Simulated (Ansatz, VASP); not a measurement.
# BAs: VASP beside Ansatz

```xyz
2
Lattice="0.0000 2.3553 2.3553 2.3553 0.0000 2.3553 2.3553 2.3553 0.0000" Properties=species:S:1:pos:R:3 pbc="T T T"
B     0.0000    0.0000    0.0000
As    1.1777    1.1777    1.1777
```

Alike in both runs: task single point; functional PBE; k mesh 10 × 10 × 10; occupations gaussian, width 0.02 eV; no spin polarisation.

```csv
,VASP,Ansatz
version,VASP 6.6.1,Ansatz 0.2.0
potentials or method,"VASP PAW PBE potentials, release 64 (B, As), cutoff 500 eV","scalar-relativistic, all-electron LAPW"
```

|  | VASP | Ansatz | Ansatz less VASP |
| --- | --- | --- | --- |
| gap on the k mesh at the Fermi level (eV) | 1.13 | 1.14 | +0.012 |
| least direct gap on the mesh (eV) | 3.33 | 3.34 | +0.008 |
| pressure (GPa) | 10.1 | 9.2 | -0.86 |

Ansatz ran all-electron here, and VASP with PAW potentials.
